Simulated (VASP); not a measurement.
Here is a VASP 6.6.1 calculation.

INCAR

```
SYSTEM = WSe2
  ALGO = Normal
  EDIFF = 1E-6
  ENCUT = 520
  ISIF = 2
  ISMEAR = 0
  LASPH = .TRUE.
  LCHARG = .FALSE.
  LREAL = .FALSE.
  LWAVE = .FALSE.
  NBANDS = 35
  NELM = 80
  PREC = Accurate
  SIGMA = 0.05
```

The input KPOINTS:

```
k-points
0
G
  9 9 2
  0 0 0
```

POSCAR

```
WSe2
1.0
    3.2486079436      0.0000000000      0.0000000000
   -1.6243039718      2.8133770061      0.0000000000
    0.0000000000      0.0000000000     23.6283233151
W Se
2 4
Direct
    0.6666666667      0.3333333333      0.1588834826
    0.3333333333      0.6666666667      0.8645333292
    0.3333333333      0.6666666667      0.2058884835
    0.6666666667      0.3333333333      0.9351101390
    0.3333333333      0.6666666667      0.0648898610
    0.6666666667      0.3333333333      0.7941115165
```

Potentials or basis: VASP PAW LDA potentials, release 64 (W_sv, Se).

Run with:

```sh
$ cat potpaw_LDA.64/W_sv/POTCAR potpaw_LDA.64/Se/POTCAR > POTCAR
$ mpirun -np 1 vasp_std > vasp.out
```

**Question.** What does it give for the band gap on the k mesh?

**Answer.** Zero (bands 26 and 27 overlap by 1.04 eV).

**Question.** Estimate the largest force.

**Answer.** 12.275 eV/Å.

Forces in eV/Å, atoms in the order of the input:
```
W     0.000   0.000 -12.275
W     0.000   0.000   0.007
Se    0.000   0.000   9.564
Se    0.000   0.000   0.121
Se    0.000   0.000   2.700
Se    0.000   0.000  -0.116
```

Caveat: the cell differs from its parent crystal (atom 1 (W) moved by +0.000 Å along [1 0 0] and +0.553 Å along [0 0 1]); there is no dipole correction, which matters where the two faces differ; spin-orbit coupling is left out, which moves the levels of the heavy elements.
